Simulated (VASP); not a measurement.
CsBe3: single point with PBE

CsBe3:

```
CELL_PARAMETERS angstrom
4.63256 0.00000 0.00000
0.00000 4.63256 0.00000
0.00000 0.00000 4.63256
ATOMIC_POSITIONS crystal
Cs 0.00000 0.00000 0.00000
Be 0.00000 0.50000 0.50000
Be 0.50000 0.00000 0.50000
Be 0.50000 0.50000 0.00000
```

* Program: VASP 6.6.1
* Task: single point
* Functional: PBE
* Potentials or basis: VASP PAW PBE potentials, release 64 (Cs_sv, Be)
* Cutoff: 520 eV
* k mesh: 10 × 10 × 10
* Occupations: gaussian, width 0.1 eV
* Spin: no spin polarisation

```yaml
Pressure: 0.0 GPa
Band_gap_on_the_k_mesh: zero (an odd number of electrons rules out a gap without spin polarisation)
```

Levels at points of the mesh, in eV from the Fermi level:
```
           k point  band 5  band 6  band 7  band 8  band 9  band 10
(0.00, 0.00, 0.00)   -5.16   -0.64   -0.64    0.67    0.67     0.67
(0.50, 0.00, 0.00)   -3.32   -3.01    0.06    0.06    0.46     0.86
(0.50, 0.50, 0.00)   -3.51   -1.28   -1.28   -1.16    1.11     1.11
(0.50, 0.50, 0.50)   -2.26   -2.26   -2.26   -1.63    1.05     1.05
```

Wall time 48 s on 1 thread of Intel(R) Xeon(R) Platinum 8259CL CPU @ 2.50GHz (Skylake/Cascade Lake) (shared host), peak memory 0.25 GiB.

Caveat: spin-orbit coupling is left out, which moves the levels of the heavy elements.
